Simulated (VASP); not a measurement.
# Mg5TeBr (P4/mmm) in VASP: further runs, part 2 of 2

VASP 6.6.1.

**3. Single point, PBE**

This run uses another cell than the first one, of 27.07 Å³/atom.

Input file INCAR:

```
  ALGO = Normal
  EDIFF = 1E-6
  ENCUT = 520
  GGA = PE
  ISIF = 2
  ISMEAR = 0
  LASPH = T
  LCHARG = F
  LREAL = F
  LWAVE = F
  NBANDS = 20
  NELM = 60
  PREC = Accurate
  SIGMA = 0.1
```

Input file KPOINTS:

```
k-points
0
Gamma
  4 4 2
```

Input file POSCAR:

```
Mg5TeBr
1.0
    4.2245719973      0.0000000000      0.0000000000
    0.0000000000      4.2245719973      0.0000000000
    0.0000000000      0.0000000000     10.6177461867
Mg Te Br
5 1 1
Direct
    0.0000000000      0.5000000000      0.2888546770
    0.0000000000      0.5000000000      0.7111453230
    0.5000000000      0.0000000000      0.2888546770
    0.5000000000      0.0000000000      0.7111453230
    0.0000000000      0.0000000000      0.0000000000
    0.0000000000      0.0000000000      0.5000000000
    0.5000000000      0.5000000000      0.0000000000
```

Potentials or basis: VASP PAW PBE potentials, release 64 (Mg, Te, Br).

On the command line:

```sh
> cat potpaw_PBE.64/Mg/POTCAR potpaw_PBE.64/Te/POTCAR potpaw_PBE.64/Br/POTCAR > POTCAR
> mpirun -np 1 vasp_std > vasp.out
```

OUTCAR:

```text
EDIFF = 1E-6
   ENCUT = 520
   GGA = PE
   ISIF = 2
   ISMEAR = 0
   LASPH = T
   LREAL = F
   NELM = 60
   PREC = Accurate

 ion  position               nearest neighbor table
   1  0.000  0.500  0.289-   3 2.99   3 2.99   3 2.99   3 2.99   6 3.08   6 3.08
   2  0.000  0.500  0.711-   4 2.99   4 2.99   4 2.99   4 2.99   6 3.08   6 3.08
   3  0.500  0.000  0.289-   1 2.99   1 2.99   1 2.99   1 2.99   6 3.08   6 3.08
   4  0.500  0.000  0.711-   2 2.99   2 2.99   2 2.99   2 2.99   6 3.08   6 3.08
   5  0.000  0.000  0.000-   7 2.99   7 2.99   7 2.99   7 2.99
   6  0.000  0.000  0.500-   1 3.08   2 3.08   3 3.08   4 3.08   1 3.08   2 3.08   3 3.08   4 3.08

   7  0.500  0.500  0.000-   5 2.99   5 2.99   5 2.99   5 2.99

  LATTYP: Found a simple tetragonal cell.
 ALAT       =     4.2245719973
 C/A-ratio  =     2.5133306270

  Lattice vectors:

 A1 = (   4.2245719973,   0.0000000000,   0.0000000000)
 A2 = (   0.0000000000,   4.2245719973,   0.0000000000)
 A3 = (   0.0000000000,   0.0000000000,  10.6177461867)

Analysis of symmetry for initial positions (statically):
=====================================================================
 Subroutine PRICEL returns:
 Original cell was already a primitive cell.

 Routine SETGRP: Setting up the symmetry group for a
 simple tetragonal supercell.

 Subroutine GETGRP returns: Found 16 space group operations
 (whereof 16 operations were pure point group operations)
 out of a pool of 16 trial point group operations.

The static configuration has the point symmetry D_4h.

Analysis of symmetry for dynamics (positions and initial velocities):
=====================================================================
 Subroutine PRICEL returns:
 Original cell was already a primitive cell.

 Routine SETGRP: Setting up the symmetry group for a
 simple tetragonal supercell.

 Subroutine GETGRP returns: Found 16 space group operations
 (whereof 16 operations were pure point group operations)
 out of a pool of 16 trial point group operations.
[... 121 lines left out ...]
  Thomas-Fermi vector in A             =   1.919757
   LORBIT       =      0    0 simple, 1 ext, 2 COOP (PROOUT), +10 PAW based schemes
   GGA     = PE    functional components
   LHFCALC =     F    Hartree Fock is set to
   AEXX    =    0.0000 exact exchange contribution
   IVDW    =     0    specifies the selected vdW correction
   LEPSILON=     F    determine dielectric tensor
   LRPA    =     F    only Hartree local field effects (RPA)
 non-spin polarized calculation
 Gauss-broadening in eV      SIGMA  =   0.10
  energy-cutoff  :      520.00
  volume of cell :      189.50
 maximum number of plane-waves:      5124
 NGX is ok and might be reduce to    32
   NGX = 15   NGY = 15   NGZ = 39

 number of electron      22.9999999 magnetization

 Free energy of the ion-electron system (eV)
  ---------------------------------------------------
  ext. energy  EPLUGINS =         0.00000000
  ---------------------------------------------------
  free energy    TOTEN  =       -13.22374336 eV

  energy without entropy =      -13.20245354  energy(sigma->0) =      -13.21309845

 E-fermi :   3.1278     XC(G=0):  -8.3632

 val. band max:        3.1101601632   @ k =   0.2500   0.2500   0.0000
 cond. band min:       3.1697402471   @ k =   0.2500   0.0000   0.0000
 fundamental gap:      0.0595800839
 Fermi energy:         3.1278183990

 k-point     1 :       0.0000    0.0000    0.0000
  band No.  band energies     occupation
      1     -13.0152      2.00000
      2      -8.5816      2.00000
      3      -3.0450      2.00000
      4      -1.2849      2.00000
      5      -1.1158      2.00000
      6      -1.0350      2.00000
[... 265 lines left out ...]
     19       6.8233      0.00000
     20       6.9254      0.00000

------------------------ aborting loop because EDIFF is reached ----------------------------------------

  FORCE on cell =-STRESS in cart. coord.  units (eV):
  Direction    XX          YY          ZZ          XY          YZ          ZX
  --------------------------------------------------------------------------------------
  -------------------------------------------------------------------------------------
  Total        0.0066712      0.0066712      0.0588255      0.0000000      0.0000000     -0.0000000
  in kB        0.0564051      0.0564051      0.4973686      0.0000000      0.0000000     -0.0000000
  external PRESSURE =       0.2033929 kB  Pullay stress =       0.0000000 kB

 VOLUME and BASIS-vectors are now :
 -----------------------------------------------------------------------------
  energy-cutoff  :      520.00
  volume of cell :      189.50
      direct lattice vectors                 reciprocal lattice vectors
     4.224571997  0.000000000  0.000000000     0.236710370  0.000000000  0.000000000
     0.000000000  4.224571997  0.000000000     0.000000000  0.236710370  0.000000000
     0.000000000  0.000000000 10.617746187     0.000000000  0.000000000  0.094181946

 POSITION                                       TOTAL-FORCE (eV/Angst)
 -----------------------------------------------------------------------------------
      0.00000      2.11229      3.06699         0.000000     -0.000000     -0.026109
      0.00000      2.11229      7.55076        -0.000000     -0.000000      0.026109
      2.11229      0.00000      3.06699         0.000000      0.000000     -0.026109
      2.11229      0.00000      7.55076        -0.000000      0.000000      0.026109
      0.00000      0.00000      0.00000        -0.000000      0.000000      0.000000
      0.00000      0.00000      5.30887        -0.000000      0.000000      0.000000
      2.11229      2.11229      0.00000        -0.000000      0.000000      0.000000
 -----------------------------------------------------------------------------------
    total drift:                                0.000000     -0.000000     -0.000000

  FREE ENERGIE OF THE ION-ELECTRON SYSTEM (eV)
  ---------------------------------------------------
  free  energy   TOTEN  =       -13.2237433624 eV

  energy  without entropy=      -13.2024535423  energy(sigma->0) =      -13.21309845
```

stdout:

```text
POSCAR found type information on POSCAR MgTeBr
 POSCAR found :  3 types and       7 ions
 scaLAPACK will be used
 LDA part: xc-table for (Slater+PW92), standard interpolation
 POSCAR, INCAR and KPOINTS ok, starting setup
 FFT: planning ... GRIDC
 FFT: planning ... GRID_SOFT
 FFT: planning ... GRID
 WAVECAR not read
 entering main loop
```

Wall time 59 s (1 thread of Oxide Virtual Turin-like, shared host); peak memory 0.25 GiB.

Results:

| Property | Result |
| --- | --- |
| Free energy | -13.2237 eV |
| Pressure | 0.0 GPa |
| Largest force | 0.026 eV/Å |
| Band gap on the k mesh | zero (an odd number of electrons rules out a gap without spin polarisation) |

Forces on the atoms (eV/Å):
```
Mg   0.000  0.000 -0.026
Mg   0.000  0.000  0.026
Mg   0.000  0.000 -0.026
Mg   0.000  0.000  0.026
Mg   0.000  0.000  0.000
Te   0.000  0.000  0.000
Br   0.000  0.000  0.000
```

Levels at points of the mesh, in eV from the Fermi level:
| k point | band 8 | band 9 | band 10 | band 11 | band 12 | band 13 | band 14 | band 15 |
| --- | --- | --- | --- | --- | --- | --- | --- | --- |
| (0.00, 0.00, 0.00) | -1.86 | -1.86 | -1.16 | -0.61 | 1.84 | 2.07 | 2.14 | 2.14 |
| (0.50, 0.00, 0.00) | -1.94 | -1.76 | -1.45 | -1.28 | -0.91 | 1.81 | 1.92 | 3.16 |
| (0.50, 0.50, 0.00) | -3.86 | -1.77 | -1.05 | -0.94 | -0.94 | -0.02 | 0.73 | 1.01 |
| (0.00, 0.00, 0.50) | -2.60 | -1.87 | -1.87 | 0.07 | 0.98 | 2.31 | 2.31 | 2.48 |
| (0.50, 0.00, 0.50) | -2.70 | -2.38 | -1.45 | -0.24 | -0.12 | 1.13 | 2.13 | 2.98 |
| (0.50, 0.50, 0.50) | -3.89 | -1.32 | -0.68 | -0.59 | -0.58 | -0.58 | -0.56 | 0.23 |

Caveat: the k points lie up to 0.37 Å⁻¹ apart, too coarse for converged energies and pressures of a metal; spin-orbit coupling is left out, which moves the levels of the heavy elements; an odd number of electrons without spin polarisation forces a metal; a magnetic or distorted state may lie lower.

The gap in the log of VASP goes by the Fermi energy; the results here count the filled bands.